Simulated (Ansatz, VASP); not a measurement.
Si2C3 in VASP and in Ansatz

```
Si C
1.0
     2.78203    0.00000    0.00000
    -1.39101    2.40931    0.00000
     0.00000    0.00000   13.86326
Si C
4 6
Direct
  0.33333 0.66667 0.00000
  0.33333 0.66667 0.35088
  0.33333 0.66667 0.64912
  0.66667 0.33333 0.50000
  0.33333 0.66667 0.14139
  0.33333 0.66667 0.85861
  0.66667 0.33333 0.17805
  0.66667 0.33333 0.28952
  0.66667 0.33333 0.71048
  0.66667 0.33333 0.82195
```

Alike in both runs: task single point; functional PBE; k mesh 6 × 6 × 2; occupations gaussian, width 0.1 eV; collinear spin.

|  | VASP | Ansatz |
| --- | --- | --- |
| version | VASP 6.6.1 | Ansatz 0.2.0 |
| potentials or method | VASP PAW PBE potentials, release 64 (Si, C), cutoff 520 eV | scalar-relativistic, plane waves, PAW |
| valence electrons in the cell | 40 | 40 |

Ansatz gave:

- gap on the k mesh at the Fermi level (eV): none
- pressure (GPa): 0.0
- traceless stress, the component that is largest in VASP (GPa): -0.14
- rms of the force components (eV/Å): 0.009
- net moment per atom (μB): 0.00

Task: What did VASP give for the same quantities?

Result: gap on the k mesh at the Fermi level (eV): none; pressure (GPa): 0.0; traceless stress, the component that is largest in VASP (GPa): -0.20; rms of the force components (eV/Å): 0.008; net moment per atom (μB): 0.00.

Atom by atom the forces differ by 0.010 eV/Å (rms over components). A gap of «none» marks a metal or a gap that the smearing closes. The functional is the same, so the differences come from potentials, cutoffs and numerics. Ansatz's warnings: seeded moment not kept.

The k mesh is coarse, so the values compare programs but aren't converged.
